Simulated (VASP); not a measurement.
# Mg (R-3m) in VASP: electric field gradients with PBE

Aim: the electric field gradients of Mg with PBE.

Everything below comes from runs of VASP 6.6.1. Logs are shortened: lines on timing, memory, paths and dates and some standing lists are left out, and cuts for length are marked.

## (1) The cell of the first run

Symmetry: R-3m, No. 166, trigonal system. Conventional cell: a = 3.126 Å, b = 3.126 Å, c = 8.008 Å, α = 90.00°, β = 90.00°, γ = 120.00°. Within 4.1 Å of Mg (site symmetry -3m) lie 12 Mg at 3.13 to 3.22 Å.

## (2) Electric field gradients, PBE (equal xy, yz and zx shear strains of +3 %)

File INCAR:

```
SYSTEM = Mg
PREC = Accurate ; ENCUT = 520
EDIFF = 1E-8 ; ISMEAR = -1
SIGMA = 0.03 ; LREAL = .FALSE.
LASPH = .TRUE. ; NELM = 80
ALGO = Normal ; ISIF = 2
LWAVE = .FALSE. ; LCHARG = .FALSE.
GGA = PE ; LEFG = .TRUE.
NBANDS = 7
```

File KPOINTS:

```
Automatic mesh
0
G
  16 16 16
  0 0 0
```

File POSCAR:

```
Mg
1.0
    0.0673276800      2.2779198400      2.2779198400
    2.2779198400      0.0673276800      2.2779198400
    2.2779198400      2.2779198400      0.0673276800
Mg
1
Direct
    0.0000000000      0.0000000000      0.0000000000
```

Potentials or basis: VASP PAW PBE potentials, release 64 (Mg).

Command:

```bash
$ cat potpaw_PBE.64/Mg/POTCAR > POTCAR
$ mpirun -np 1 vasp_std > vasp.out
```

OUTCAR:

```text
SYSTEM = Mg
   PREC = Accurate
   ENCUT = 520
   EDIFF = 1E-8
   ISMEAR = -1
   LREAL = .FALSE.
   LASPH = .TRUE.
   NELM = 80
   ISIF = 2
   GGA = PE

 ion  position               nearest neighbor table
   1  0.000  0.000  0.000-

  LATTYP: Found a trigonal (rhomboedric) cell.
 ALAT       =     3.2221686193
 COS(alpha) =     0.5293254421

  Lattice vectors:

 A1 = (   0.0673276800,   2.2779198400,   2.2779198400)
 A2 = (   2.2779198400,   0.0673276800,   2.2779198400)
 A3 = (   2.2779198400,   2.2779198400,   0.0673276800)

Analysis of symmetry for initial positions (statically):
=====================================================================
 Subroutine PRICEL returns:
 Original cell was already a primitive cell.

 Routine SETGRP: Setting up the symmetry group for a
 trigonal (rhombohedral) supercell.

 Subroutine GETGRP returns: Found 12 space group operations
 (whereof 12 operations were pure point group operations)
 out of a pool of 12 trial point group operations.

The static configuration has the point symmetry D_3d.

Analysis of symmetry for dynamics (positions and initial velocities):
=====================================================================
 Subroutine PRICEL returns:
 Original cell was already a primitive cell.

 Routine SETGRP: Setting up the symmetry group for a
 trigonal (rhombohedral) supercell.

 Subroutine GETGRP returns: Found 12 space group operations
 (whereof 12 operations were pure point group operations)
 out of a pool of 12 trial point group operations.

The dynamic configuration has the point symmetry D_3d.

 Subroutine INISYM returns: Found 12 space group operations
 (whereof 12 operations are pure point group operations),
 and found     1 'primitive' translations

----------------------------------------------------------------------------------------

                                     Primitive cell

  volume of cell :      22.5921

  direct lattice vectors                    reciprocal lattice vectors
     0.067327680  2.277919840  2.277919840    -0.229477677  0.222889801  0.222889801
     2.277919840  0.067327680  2.277919840     0.222889801 -0.229477677  0.222889801
     2.277919840  2.277919840  0.067327680     0.222889801  0.222889801 -0.229477677

  length of vectors
     3.222168619  3.222168619  3.222168619     0.389897077  0.389897077  0.389897077

  position of ions in fractional coordinates (direct lattice)
     0.000000000  0.000000000  0.000000000

  ion indices of the primitive-cell ions
   primitive index   ion index
                 1           1

----------------------------------------------------------------------------------------

 KPOINTS: Automatic mesh

Automatic generation of k-mesh.
 Grid dimensions read from file:
 generate k-points for:   16   16   16

 Generating k-lattice:

  Cartesian coordinates                     Fractional coordinates (reciprocal lattice)
    -0.014342355  0.013930613  0.013930613     0.062500000  0.000000000 -0.000000000
     0.013930613 -0.014342355  0.013930613     0.000000000  0.062500000 -0.000000000
     0.013930613  0.013930613 -0.014342355     0.000000000  0.000000000  0.062500000

  Length of vectors
     0.024368567  0.024368567  0.024368567

  Shift w.r.t. Gamma in fractional coordinates (k-lattice)
     0.000000000  0.000000000  0.000000000

 Subroutine IBZKPT returns following result:
 ===========================================

 Found    417 irreducible k-points:

 Following reciprocal coordinates:
            Coordinates               Weight
  0.000000  0.000000  0.000000      1.000000
  0.062500  0.000000 -0.000000      6.000000
  0.125000  0.000000 -0.000000      6.000000
  0.187500  0.000000  0.000000      6.000000
  0.250000  0.000000 -0.000000      6.000000
  0.312500  0.000000  0.000000      6.000000
[... 16 lines left out ...]
 -0.125000  0.062500  0.000000     12.000000
 -0.062500  0.062500  0.000000      6.000000
 [... further k-points ...]
   k-points           NKPTS =    417   k-points in BZ     NKDIM =    417   number of bands    NBANDS=      7
   number of dos      NEDOS =    301   number of ions     NIONS =      1
   total plane-waves  NPLWV =  13824
   dimension x,y,z NGX =    24 NGY =   24 NGZ =   24
   dimension x,y,z NGXF=    48 NGYF=   48 NGZF=   48
   ions per type =               1
   NGX,Y,Z   is equivalent  to a cutoff of  12.38, 12.38, 12.38 a.u.
   NGXF,Y,Z  is equivalent  to a cutoff of  24.77, 24.77, 24.77 a.u.
 SYSTEM =  Mg
   PREC   = accura    normal or accurate (medium, high low for compatibility)
   ISTART =      0    job   : 0-new  1-cont  2-samecut
   ICHARG =      2    charge: 1-file 2-atom 10-const
   ISPIN  =      1    spin polarized calculation?
   LNONCOLLINEAR =      F non collinear calculations
   LSORBIT =      F    spin-orbit coupling
   LASPH  =      T    aspherical Exc in radial PAW
   ENCUT  =  520.0 eV  38.22 Ry    6.18 a.u.   5.99  5.99  5.99*2*pi/ulx,y,z
   NELM   =     80;   NELMIN=  2; NELMDL= -5     # of ELM steps
   EDIFF  = 0.1E-07   stopping-criterion for ELM
   LREAL  =      F    real-space projection
   EDIFFG = 0.1E-06   stopping-criterion for IOM
   NSW    =      0    number of steps for IOM
   IBRION =     -1    ionic relax: 0-MD 1-quasi-New 2-CG
   NFREE  =      0    steps in history (QN), initial steepest desc. (CG)
   ISIF   =      2    stress and relaxation
   ISYM   =      2    0-nonsym 1-usesym 2-fastsym
   POTIM  = 0.5000    time-step for ionic-motion
   TEBEG  =    0.0;   TEEND  =   0.0 temperature during run
   PSTRESS=    0.0 pullay stress
   NELECT =       2.0000    total number of electrons
   NUPDOWN=      -1.0000    fix difference up-down
   EMIN   =  10.00;   EMAX   =-10.00  energy-range for DOS
   EFERMI =   0.00;   METHOD = LEGACY
   ISMEAR =    -1;   SIGMA  =   0.03  broadening in eV -4-tet -1-fermi 0-gaus
   EFERMI_NEDOS =   21; number of points for ismear=-14 and -15
   IALGO  =     38    algorithm
   IMIX   =      4    mixing-type and parameters
     AMIX     =   0.40;   BMIX     =  1.00
     AMIX_MAG =   1.60;   BMIX_MAG =  1.00
  volume/ion in A,a.u.               =      22.59       152.46
  Fermi-wavevector in a.u.,A,eV,Ry     =   0.729624  1.378790  7.243081  0.532351
  Thomas-Fermi vector in A             =   1.821392
   LORBIT       =      0    0 simple, 1 ext, 2 COOP (PROOUT), +10 PAW based schemes
   GGA     = PE    functional components
   LHFCALC =     F    Hartree Fock is set to
   AEXX    =    0.0000 exact exchange contribution
   IVDW    =     0    specifies the selected vdW correction
   LEPSILON=     F    determine dielectric tensor
   LRPA    =     F    only Hartree local field effects (RPA)
 non-spin polarized calculation
  energy-cutoff  :      520.00
  volume of cell :       22.59
 maximum number of plane-waves:       622
   NGX = 11   NGY = 11   NGZ = 11

 number of electron       2.0000000 magnetization

 Free energy of the ion-electron system (eV)
  ---------------------------------------------------
  ext. energy  EPLUGINS =         0.00000000
  ---------------------------------------------------
  free energy    TOTEN  =        -1.48774330 eV

  energy without entropy =       -1.48638207  energy(sigma->0) =       -1.48706269

 E-fermi :   2.7036     XC(G=0):  -8.5405

 val. band max:        2.7020281719   @ k =  -0.3750   0.2500   0.0625
 cond. band min:       2.7158891085   @ k =  -0.3750   0.1875   0.0625
 fundamental gap:      0.0138609367
 Fermi energy:         2.7036333373

 k-point     1 :       0.0000    0.0000    0.0000
  band No.  band energies     occupation
      1      -4.2845      2.00000
      2      14.3535      0.00000
      3      15.5644      0.00000
      4      15.5644      0.00000
      5      15.9524      0.00000
      6      17.6498      0.00000
      7      17.6498      0.00000

 k-point     2 :       0.0625    0.0000   -0.0000
  band No.  band energies     occupation
      1      -4.1949      2.00000
      2      13.8622      0.00000
      3      14.4461      0.00000
      4      15.3467      0.00000
      5      16.2483      0.00000
      6      17.6555      0.00000
      7      18.0185      0.00000
[... 201 lines left out ...]
 k-point    23 :      -0.1250    0.0625    0.0000
  band No.  band energies     occupation
      1      -3.7138      2.00000
      2      11.2730      0.00000
      3      13.1217      0.00000
      4      14.9424      0.00000
      5      16.5917      0.00000
      6      17.8039      0.00000
      7      18.0464      0.00000

 k-point    24 :      -0.0625    0.0625    0.0000
  band No.  band energies     occupation
      1      -4.0434      2.00000
      2      13.1518      0.00000
      3      13.7207      0.00000
      4      15.0556      0.00000
      5      16.1415      0.00000
      6      17.8952      0.00000
      7      18.3087      0.00000

 [... further k-points ...]

------------------------ aborting loop because EDIFF is reached ----------------------------------------

  FORCE on cell =-STRESS in cart. coord.  units (eV):
  Direction    XX          YY          ZZ          XY          YZ          ZX
  --------------------------------------------------------------------------------------
  -------------------------------------------------------------------------------------
  Total        0.1179890      0.1179890      0.1179890     -0.0927051     -0.0927051     -0.0927051
  in kB        8.3674877      8.3674877      8.3674877     -6.5744155     -6.5744155     -6.5744155
  external PRESSURE =       8.3674877 kB  Pullay stress =       0.0000000 kB

 VOLUME and BASIS-vectors are now :
 -----------------------------------------------------------------------------
  energy-cutoff  :      520.00
  volume of cell :       22.59
      direct lattice vectors                 reciprocal lattice vectors
     0.067327680  2.277919840  2.277919840    -0.229477677  0.222889801  0.222889801
     2.277919840  0.067327680  2.277919840     0.222889801 -0.229477677  0.222889801
     2.277919840  2.277919840  0.067327680     0.222889801  0.222889801 -0.229477677

 POSITION                                       TOTAL-FORCE (eV/Angst)
 -----------------------------------------------------------------------------------
      0.00000      0.00000      0.00000        -0.000000      0.000000     -0.000000
 -----------------------------------------------------------------------------------
    total drift:                               -0.000000     -0.000000     -0.000000

  FREE ENERGIE OF THE ION-ELECTRON SYSTEM (eV)
  ---------------------------------------------------
  free  energy   TOTEN  =        -1.4877433047 eV

  energy  without entropy=       -1.4863820682  energy(sigma->0) =       -1.48706269

 Electric field gradients (V/A^2)
---------------------------------------------------------------------
 ion       V_xx      V_yy      V_zz      V_xy      V_xz      V_yz
---------------------------------------------------------------------
   1       0.000    -0.000     0.000     1.295     1.295     1.295
---------------------------------------------------------------------

 Electric field gradients after diagonalization (V/A^2)
 (convention: |V_zz| > |V_xx| > |V_yy|)
----------------------------------------------------------------------
 ion       V_xx      V_yy      V_zz     asymmetry (V_yy - V_xx)/ V_zz
----------------------------------------------------------------------
   1      -1.295    -1.295     2.591       0.000
----------------------------------------------------------------------

           NMR quadrupolar parameters

 Cq : quadrupolar parameter    Cq=e*Q*V_zz/h
 eta: asymmetry parameters     (V_yy - V_xx)/ V_zz
 Q  : nuclear electric quadrupole moment in mb (millibarn)
----------------------------------------------------------------------
 ion       Cq(MHz)       eta       Q (mb)
----------------------------------------------------------------------
   1       0.006       0.000       1.000
----------------------------------------------------------------------
```

Wall time 82 s (1 thread of Intel Xeon 8259CL, shared host); peak memory 0.19 GiB.

What came out:

- Free energy: -1.4877 eV
- Pressure: 0.8 GPa
- Band gap on the k mesh: zero (bands 1 and 2 overlap by 3.06 eV)
- Largest electric field gradient by atom: Mg +2.6 V/Å²

Stress tensor (GPa, compression positive):
```
 0.84 -0.66 -0.66
-0.66  0.84 -0.66
-0.66 -0.66  0.84
```

Electric field gradients, principal values (V/Å²):
```tsv
atom	least	middle	greatest (by size)
1 Mg	-1.295	-1.295	2.591
```

Caveat: the cell differs from its parent crystal (equal xy, yz and zx shear strains of +3 %); without QUAD_EFG the Cq values of the log hold for a quadrupole moment of 1 mb, not for the nuclei.
